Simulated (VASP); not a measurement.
Wanted: the native input for a VASP 6.6.1 run.

```yaml
Task: single point
Functional: PBE
Potentials_or_basis: VASP PAW PBE potentials, release 64 (Ta_pv, Sc_sv, N)
Cutoff: 520 eV
k_mesh: 8 × 8 × 3
Occupations: methfessel-paxton, width 0.025 eV
Spin: no spin polarisation
Dipole_correction: no
Further_INCAR_settings: ALGO = Normal; EDIFF = 1e-06; NBANDS = 36
```

The structure of ScTaN lies in POSCAR:

```
ScTaN
1.0
    3.0850655424      0.0000000000      0.0000000000
   -1.5425327712      2.6717451321      0.0000000000
    0.0000000000      0.0000000000     10.3401360000
Ta Sc N
2 2 2
Direct
    0.3333333333      0.6666666667      0.2456310000
    0.6666666667      0.3333333333      0.7543690000
    0.0000000000      0.0000000000      0.0000000000
    0.0000000000      0.0000000000      0.5000000000
    0.3333333333      0.6666666667      0.6298410000
    0.6666666667      0.3333333333      0.3701590000
```

One way to write it, as run:

INCAR

```
PREC = Accurate ; ENCUT = 520
EDIFF = 1E-6 ; ISMEAR = 1
SIGMA = 0.025 ; LREAL = False
LASPH = True ; NELM = 60
ALGO = Normal ; ISIF = 2
LWAVE = False ; LCHARG = False
GGA = PE ; NBANDS = 36
```

KPOINTS

```
regular mesh
0
Gamma
  8 8 3
```

Potentials or basis: VASP PAW PBE potentials, release 64 (Ta_pv, Sc_sv, N).

Command:

```console
$ cat potpaw_PBE.64/Ta_pv/POTCAR potpaw_PBE.64/Sc_sv/POTCAR potpaw_PBE.64/N/POTCAR > POTCAR
$ mpirun -np 1 vasp_std > vasp.out
```

Results of the run:

- Pressure: -0.2 GPa
- Largest force: 0.060 eV/Å
- Band gap on the k mesh: zero (band 27 reaches 6.84 eV, above the bottom of band 28 at 6.05 eV)

Caveat: spin-orbit coupling is left out, which moves the levels of the heavy elements.

Run time: 2.7 min on 1 thread of AMD EPYC 7R13, with other jobs on the host, peak memory 0.21 GiB.
